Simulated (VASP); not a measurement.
# Si7N8O2 in VASP: notebook, part 2 of 2

VASP 6.6.1.

### 3 Single point, PBE

This run uses another cell than the first one, of 12.20 Å³/atom.

The input, INCAR:

```
ALGO = Normal
EDIFF = 1E-6
ENCUT = 1000
GGA = PE
GGA_COMPAT = False
ISIF = 2
ISMEAR = 0
ISYM = 0
LASPH = True
LCHARG = False
LREAL = Auto
LWAVE = False
NBANDS = 54
NELM = 120
PREC = Accurate
SIGMA = 0.1
```

The input, KPOINTS:

```
Automatic mesh
0
Gamma
  2 2 2
  0.5 0.5 0.5
```

The input, POSCAR:

```
Si7N8O2
1.0
    5.4337642072     -0.3729776457     -0.4812255754
   -0.4118691026      6.9197445307      0.1185715769
   -0.4901575804      0.1337931341      5.5818564007
Si N O
7 8 2
Direct
    0.8230259929      0.4707348098     -0.0374556374
    0.3796131938      0.4223335925      0.5315516675
    0.5675137309      1.0544630489      0.8237872710
    0.4568913918      0.0341480798      0.3407406704
    0.0851521316      0.8506616379      0.0083977844
    0.0619529825      0.6379340913      0.5124346492
    0.9720213494      0.2125618249      0.1934591176
   -0.0293719690      0.6650726176      0.8014758794
    0.4939218984      0.9011194395      0.5983837157
    0.0584171348      0.8110684342      0.2972034034
    0.5780092497      0.3253109137      0.7831325081
    0.2602272642      0.2158967989      0.3626854699
    0.5241831872      0.5381117673      0.2889684901
    0.3878349859      0.9652787102      0.0378103579
    0.7463675700      0.5450170307      0.2649979551
   -0.1042865141      0.0481583860     -0.0484128932
    0.7426084794      0.1611967318      0.3416620327
```

Potentials or basis: VASP PAW PBE potentials, release 64 (Si, N_h, O_h).

Started as:

```console
cat potpaw_PBE.64/Si/POTCAR potpaw_PBE.64/N_h/POTCAR potpaw_PBE.64/O_h/POTCAR > POTCAR
mpirun -np 1 vasp_std > vasp.out
```

OUTCAR:

```text
EDIFF = 1E-6
   ENCUT = 1000
   GGA = PE
   ISIF = 2
   ISMEAR = 0
   ISYM = 0
   LASPH = True
   LREAL = Auto
   NELM = 120
   PREC = Accurate

 ion  position               nearest neighbor table
   1  0.823  0.471  0.963-  11 1.76   8 1.77  15 1.92   7 2.31   5 2.83   2 3.10   3 3.11
   2  0.380  0.422  0.532-  12 1.74  11 1.78  13 1.80   6 2.42   7 2.93   4 3.05   1 3.10
   3  0.568  0.054  0.824-   9 1.65  14 1.73  16 1.82  11 1.88   4 2.67   7 2.89   4 3.06   1 3.11
                             5 3.15
   4  0.457  0.034  0.341-   9 1.67  17 1.69  14 1.75  12 1.78   3 2.67   5 2.73   7 3.04   2 3.05
                             3 3.06
   5  0.085  0.851  0.008-  10 1.66  14 1.72   8 1.75  16 1.80   4 2.73   1 2.83   7 2.94   6 3.14
                             3 3.15
   6  0.062  0.638  0.512-  10 1.66   8 1.80  15 2.07   2 2.42   5 3.14
   7  0.972  0.213  0.193-  17 1.62  12 1.69  16 1.77   1 2.31   3 2.89   2 2.93   5 2.94   4 3.04

   8  0.971  0.665  0.801-   5 1.75   1 1.77   6 1.80
   9  0.494  0.901  0.598-   3 1.65   4 1.67
  10  0.058  0.811  0.297-   5 1.66   6 1.66
  11  0.578  0.325  0.783-   1 1.76   2 1.78   3 1.88
  12  0.260  0.216  0.363-   7 1.69   2 1.74   4 1.78
  13  0.524  0.538  0.289-  15 1.24   2 1.80
  14  0.388  0.965  0.038-   5 1.72   3 1.73   4 1.75
  15  0.746  0.545  0.265-  13 1.24   1 1.92   6 2.07
  16  0.896  0.048  0.952-   7 1.77   5 1.80   3 1.82
  17  0.743  0.161  0.342-   7 1.62   4 1.69

IMPORTANT INFORMATION: All symmetrisations will be switched off!
NOSYMM: (Re-)initialisation of all symmetry stuff for point group C_1.

----------------------------------------------------------------------------------------

                                     Primitive cell

  volume of cell :     207.3516

  direct lattice vectors                    reciprocal lattice vectors
     5.433764207 -0.372977646 -0.481225575     0.186201419  0.010807130  0.016091800
    -0.411869103  6.919744531  0.118571577     0.009729962  0.145138112 -0.002624444
    -0.490157580  0.133793134  5.581856401     0.015846196 -0.002151361  0.180594931

  length of vectors
     5.467767720  6.933005102  5.604933178     0.187207661  0.145487564  0.181301570

  position of ions in fractional coordinates (direct lattice)
     0.823025993  0.470734810  0.962544363
     0.379613194  0.422333593  0.531551667
     0.567513731  0.054463049  0.823787271
     0.456891392  0.034148080  0.340740670
     0.085152132  0.850661638  0.008397784
     0.061952983  0.637934091  0.512434649
[... 9 lines left out ...]
     0.895713486  0.048158386  0.951587107
     0.742608479  0.161196732  0.341662033

  ion indices of the primitive-cell ions
   primitive index   ion index
                 1           1
                 2           2
                 3           3
                 4           4
                 5           5
                 6           6
[... 9 lines left out ...]
                16          16
                17          17

----------------------------------------------------------------------------------------

 KPOINTS: Automatic mesh

Automatic generation of k-mesh.
 Grid dimensions read from file:
 generate k-points for:    2    2    2

 Generating k-lattice:

  Cartesian coordinates                     Fractional coordinates (reciprocal lattice)
     0.093100709  0.005403565  0.008045900     0.500000000 -0.000000000  0.000000000
     0.004864981  0.072569056 -0.001312222     0.000000000  0.500000000 -0.000000000
     0.007923098 -0.001075680  0.090297465     0.000000000  0.000000000  0.500000000

  Length of vectors
     0.093603831  0.072743782  0.090650785

  Shift w.r.t. Gamma in fractional coordinates (k-lattice)
     0.500000000  0.500000000  0.500000000

 Subroutine IBZKPT returns following result:
 ===========================================

 Found      4 irreducible k-points:

 Following reciprocal coordinates:
            Coordinates               Weight
  0.250000  0.250000  0.250000      2.000000
 -0.250000  0.250000  0.250000      2.000000
  0.250000 -0.250000  0.250000      2.000000
 -0.250000 -0.250000  0.250000      2.000000
   k-points           NKPTS =      4   k-points in BZ     NKDIM =      4   number of bands    NBANDS=     54
   number of dos      NEDOS =    301   number of ions     NIONS =     17
   total plane-waves  NPLWV = 241920
   dimension x,y,z NGX =    56 NGY =   72 NGZ =   60
   dimension x,y,z NGXF=   112 NGYF=  144 NGZF=  120
   ions per type =               7   8   2
   NGX,Y,Z   is equivalent  to a cutoff of  17.03, 17.26, 17.80 a.u.
   NGXF,Y,Z  is equivalent  to a cutoff of  34.05, 34.53, 35.59 a.u.
 SYSTEM =  unknown system
   PREC   = accura    normal or accurate (medium, high low for compatibility)
   ISTART =      0    job   : 0-new  1-cont  2-samecut
   ICHARG =      2    charge: 1-file 2-atom 10-const
   ISPIN  =      1    spin polarized calculation?
   LNONCOLLINEAR =      F non collinear calculations
   LSORBIT =      F    spin-orbit coupling
   LASPH  =      T    aspherical Exc in radial PAW
   ENCUT  = 1000.0 eV  73.50 Ry    8.57 a.u.  14.10 17.88 14.45*2*pi/ulx,y,z
   NELM   =    120;   NELMIN=  2; NELMDL= -5     # of ELM steps
   EDIFF  = 0.1E-05   stopping-criterion for ELM
   LREAL  =      T    real-space projection
   EDIFFG = 0.1E-04   stopping-criterion for IOM
   NSW    =      0    number of steps for IOM
   IBRION =     -1    ionic relax: 0-MD 1-quasi-New 2-CG
   NFREE  =      0    steps in history (QN), initial steepest desc. (CG)
   ISIF   =      2    stress and relaxation
   ISYM   =      0    0-nonsym 1-usesym 2-fastsym
   POTIM  = 0.5000    time-step for ionic-motion
   TEBEG  =    0.0;   TEEND  =   0.0 temperature during run
   PSTRESS=    0.0 pullay stress
   NELECT =      80.0000    total number of electrons
   NUPDOWN=      -1.0000    fix difference up-down
   EMIN   =  10.00;   EMAX   =-10.00  energy-range for DOS
   EFERMI =   0.00;   METHOD = LEGACY
   ISMEAR =     0;   SIGMA  =   0.10  broadening in eV -4-tet -1-fermi 0-gaus
   EFERMI_NEDOS =   21; number of points for ismear=-14 and -15
   IALGO  =     38    algorithm
   IMIX   =      4    mixing-type and parameters
     AMIX     =   0.40;   BMIX     =  1.00
     AMIX_MAG =   1.60;   BMIX_MAG =  1.00
  volume/ion in A,a.u.               =      12.20        82.31
  Fermi-wavevector in a.u.,A,eV,Ry     =   1.191797  2.252170 19.325453  1.420381
  Thomas-Fermi vector in A             =   2.327851
   LORBIT       =      0    0 simple, 1 ext, 2 COOP (PROOUT), +10 PAW based schemes
   GGA     = PE    functional components
   LHFCALC =     F    Hartree Fock is set to
   AEXX    =    0.0000 exact exchange contribution
   IVDW    =     0    specifies the selected vdW correction
   LEPSILON=     F    determine dielectric tensor
   LRPA    =     F    only Hartree local field effects (RPA)
 non-spin polarized calculation
 Gauss-broadening in eV      SIGMA  =   0.10
  energy-cutoff  :     1000.00
  volume of cell :      207.35
 maximum number of plane-waves:     14894
   NGX = 29   NGY = 35   NGZ = 29

 number of electron      79.9999998 magnetization

 Free energy of the ion-electron system (eV)
  ---------------------------------------------------
  ext. energy  EPLUGINS =         0.00000000
  ---------------------------------------------------
  free energy    TOTEN  =      -127.22866411 eV

  energy without entropy =     -127.22866411  energy(sigma->0) =     -127.22866411

 E-fermi :   5.8975     XC(G=0):  -9.9581

 val. band max:        5.3615167371   @ k =   0.2500  -0.2500   0.2500
 cond. band min:       7.0910777420   @ k =  -0.2500   0.2500   0.2500
 fundamental gap:      1.7295610049
 Fermi energy:         5.8974870421

 k-point     1 :       0.2500    0.2500    0.2500
  band No.  band energies     occupation
      1     -15.7947      2.00000
      2     -15.4552      2.00000
      3     -14.2259      2.00000
      4     -11.3425      2.00000
      5     -10.9843      2.00000
      6     -10.3428      2.00000
[... 44 lines left out ...]
     51      11.7600      0.00000
     52      12.1317      0.00000
[... 163 lines left out ...]
     51      11.8279      0.00000
     52      12.0676      0.00000
 [bands above 52 left out]

------------------------ aborting loop because EDIFF is reached ----------------------------------------

  FORCE on cell =-STRESS in cart. coord.  units (eV):
  Direction    XX          YY          ZZ          XY          YZ          ZX
  --------------------------------------------------------------------------------------
  -------------------------------------------------------------------------------------
  Total       -0.0384562      0.1703814      0.0436946     -0.0824633      0.0052138     -0.0616079
  in kB       -0.2971455      1.3165142      0.3376222     -0.6371828      0.0402865     -0.4760359
  external PRESSURE =       0.4523303 kB  Pullay stress =       0.0000000 kB

 VOLUME and BASIS-vectors are now :
 -----------------------------------------------------------------------------
  energy-cutoff  :     1000.00
  volume of cell :      207.35
      direct lattice vectors                 reciprocal lattice vectors
     5.433764207 -0.372977646 -0.481225575     0.186201419  0.010807130  0.016091800
    -0.411869103  6.919744531  0.118571577     0.009729962  0.145138112 -0.002624444
    -0.490157580  0.133793134  5.581856401     0.015846196 -0.002151361  0.180594931

 POSITION                                       TOTAL-FORCE (eV/Angst)
 -----------------------------------------------------------------------------------
      3.80645      3.07918      5.03254         0.018054      0.013698      0.009858
      1.62824      2.85197      2.83444         0.022599     -0.002882     -0.005524
      2.65752      0.27542      4.33162        -0.010932      0.027579      0.025205
      2.30156      0.11147      1.68615         0.010680      0.027929     -0.020543
      0.10822      5.85572      0.10676         0.010719     -0.016962      0.016114
     -0.17728      4.45979      2.90616         0.006727     -0.011342      0.007055
[... 9 lines left out ...]
      4.38083      0.12648      4.88629        -0.014281     -0.002446     -0.013182
      3.80130      0.88418      1.56886        -0.031863     -0.003006      0.014458
 -----------------------------------------------------------------------------------
    total drift:                                0.017009      0.009849      0.032497

  FREE ENERGIE OF THE ION-ELECTRON SYSTEM (eV)
  ---------------------------------------------------
  free  energy   TOTEN  =      -127.2286641104 eV

  energy  without entropy=     -127.2286641104  energy(sigma->0) =     -127.22866411
```

Run time: 2.5 min. Hardware: 1 thread of Intel Xeon Platinum 8559C (Emerald Rapids), shared host; peak memory 0.52 GiB.

What came out:

```
Free energy            : -127.2287 eV
Pressure               : 0.0 GPa
Largest force          : 0.045 eV/Å
Band gap on the k mesh : 1.73 eV
```

Forces on the atoms (eV/Å):
```
Si   0.018  0.014  0.010
Si   0.023 -0.003 -0.006
Si  -0.011  0.028  0.025
Si   0.011  0.028 -0.021
Si   0.011 -0.017  0.016
Si   0.007 -0.011  0.007
Si   0.037  0.019 -0.017
N    0.007  0.004 -0.003
N   -0.005 -0.030 -0.018
N   -0.032  0.003  0.007
N    0.002 -0.017  0.001
N   -0.016 -0.012 -0.007
N   -0.024  0.007  0.015
N   -0.009 -0.007 -0.009
N    0.028 -0.001 -0.002
O   -0.014 -0.002 -0.013
O   -0.032 -0.003  0.014
```

Stress tensor (GPa, compression positive):
```
-0.03 -0.06 -0.05
-0.06  0.13  0.00
-0.05  0.00  0.03
```

Caveat: the k points lie up to 0.59 Å⁻¹ apart; the atoms stand as in a frame of molecular dynamics.

### 4 Single point, PBE

The input, INCAR:

```
SYSTEM = Si7N8O2
  PREC = Accurate
  ENCUT = 520
  EDIFF = 1E-6
  ISMEAR = -1
  SIGMA = 0.2482
  LREAL = Auto
  LASPH = .True.
  NELM = 60
  ALGO = Fast
  ISIF = 2
  LWAVE = .False.
  LCHARG = .False.
  GGA = PE
  NBANDS = 54
```

The input, KPOINTS:

```
Automatic mesh
0
Gamma
  4 4 4
  0 0 0
```

The input, POSCAR:

```
Si7N8O2
1.0
    5.8386290000      0.0627810000      0.1075870000
    0.0627810000      6.0367170000      0.0979630000
    0.1075870000      0.0979630000      5.8205090000
Si N O
7 8 2
Direct
    0.9418053143      0.5059615843      0.0310039959
    0.3582324378      0.3553412373      0.5788774494
    0.5360181929      0.8941150479      0.6608434269
    0.3336039455      0.8356313085      0.2542221836
    0.0489394430      0.9673332673      0.9009780042
    0.9687801974      0.5546096539      0.4865587580
    0.8551254063      0.1739636810      0.4241685744
    0.8148795428      0.7413013468      0.7268745779
    0.4328389341      0.6029244028      0.4801495803
    0.9928138595      0.6829012264      0.2453004973
    0.6262191199      0.1741950327      0.6442525256
    0.1973432293      0.0703496187      0.4805888207
    0.3943406617      0.3925148320      0.9616987153
    0.3263933211      0.8528456243      0.9459378040
    0.5710282265      0.4203477924      0.0645437817
    0.9114343519      0.1561326028      0.0748638211
    0.5629592588      0.9969926177      0.2866971876
```

Potentials or basis: VASP PAW PBE potentials, release 64 (Si, N, O).

Started as:

```console
cat potpaw_PBE.64/Si/POTCAR potpaw_PBE.64/N/POTCAR potpaw_PBE.64/O/POTCAR > POTCAR
mpirun -np 1 vasp_std > vasp.out
```

Wall time 17 min (1 thread of Oxide Virtual Turin-like, shared host); peak memory 0.43 GiB.

Results (log left out):

| Quantity | Value |
| --- | --- |
| Free energy | -114.7862 eV |
| Pressure | -14.5 GPa |
| Largest force | 6.453 eV/Å |
| Band gap on the k mesh | 0.02 eV (least direct gap 0.20 eV) |

Forces on the atoms (eV/Å):
```
Si  -1.008 -0.892 -2.296
Si   0.130 -3.274  1.294
Si   0.292 -1.337  0.366
Si   1.314  0.575  1.465
Si  -0.671 -0.697 -1.463
Si  -1.686 -1.706  5.991
Si   0.205 -0.169 -0.270
N    1.127  0.816  0.209
N    0.137  4.809 -1.543
N    1.440  2.823 -3.572
N   -0.339  0.277 -0.220
N   -1.984  0.243  0.513
N    4.637  0.640  2.327
N   -1.120  0.919 -1.062
N   -4.571 -0.235 -2.573
O    1.519 -0.735  0.107
O    0.577 -2.056  0.726
```

Stress tensor (GPa, compression positive):
```
-22.38   1.42  -3.99
  1.42 -10.68  -6.49
 -3.99  -6.49 -10.37
```

Levels at points of the mesh, in eV from the valence-band top:
| k point | band 37 | band 38 | band 39 | band 40 | band 41 | band 42 | band 43 | band 44 |
| --- | --- | --- | --- | --- | --- | --- | --- | --- |
| (0.00, 0.00, 0.00) | -1.69 | -1.28 | -0.73 | -0.17 | 0.52 | 1.05 | 1.48 | 1.93 |
| (0.50, 0.00, 0.00) | -1.69 | -1.14 | -0.62 | -0.17 | 0.22 | 1.04 | 1.42 | 1.64 |
| (0.00, 0.50, 0.00) | -1.78 | -1.17 | -0.85 | -0.65 | 0.20 | 0.91 | 1.43 | 1.73 |
| (0.50, 0.50, 0.00) | -1.82 | -1.21 | -0.99 | -0.36 | 0.17 | 0.63 | 1.27 | 1.73 |
| (0.00, 0.00, 0.50) | -1.75 | -1.37 | -0.53 | -0.10 | 0.78 | 0.99 | 1.21 | 1.73 |
| (0.50, 0.00, 0.50) | -1.70 | -1.20 | -0.70 | -0.17 | 0.02 | 0.52 | 1.39 | 1.70 |
| (0.00, 0.50, 0.50) | -1.90 | -1.24 | -0.75 | -0.32 | 0.66 | 1.30 | 1.33 | 1.79 |
| (0.50, 0.50, 0.50) | -1.84 | -1.35 | -0.99 | -0.11 | 0.27 | 0.83 | 1.11 | 1.78 |

Caveat: the standard files for N, O and F lose accuracy on very short bonds; the smearing spreads over this small gap; the atoms stand as in a frame of molecular dynamics; semilocal functionals underestimate gaps, and a narrow one can read as zero.

### 5 Summary

| potentials or basis | cell | k mesh | cutoff (eV) | smearing | gap on the mesh (eV) | pressure (GPa) | largest force (eV/Å) |
| --- | --- | --- | --- | --- | --- | --- | --- |
| VASP PAW PBE potentials, release 64 (Si, N, O) | a = 5.840, b = 6.038, c = 5.822 Å, angles 88.1, 87.9, 88.8°, 17 atoms, atomic positions A | 1 × 1 × 1, shifted | 520 | fermi-dirac 0.05 eV | - | 1.6 | 4.65 |
| VASP PAW PBE potentials, release 64 (Si, N_h, O_h) | a = 5.468, b = 6.933, c = 5.605 Å, angles 87.4, 100.1, 97.4°, 17 atoms, atomic positions B | 2 × 2 × 2, shifted | 1000 | gaussian 0.1 eV | 1.73 | 0.0 | 0.05 |
| VASP PAW PBE potentials, release 64 (Si, N, O) | a = 5.840, b = 6.038, c = 5.822 Å, angles 88.1, 87.9, 88.8°, 17 atoms, atomic positions C | 4 × 4 × 4 | 520 | fermi-dirac 0.2482 eV | 0.02 | -14.5 | 6.45 |

Alike in all rows: task single point; level PBE; no spin polarisation.

Caveats: some runs use coarse meshes; the atoms stand as in a frame of molecular dynamics; the standard files for N, O and F lose accuracy on very short bonds (at least some runs); the smearing spreads over this small gap (at least some runs); semilocal functionals underestimate gaps, and a narrow one can read as zero (at least some runs).

Absolute energies hang on the potentials; compare differences alone.

The gap in the log of VASP goes by the Fermi energy; the results here count the filled bands.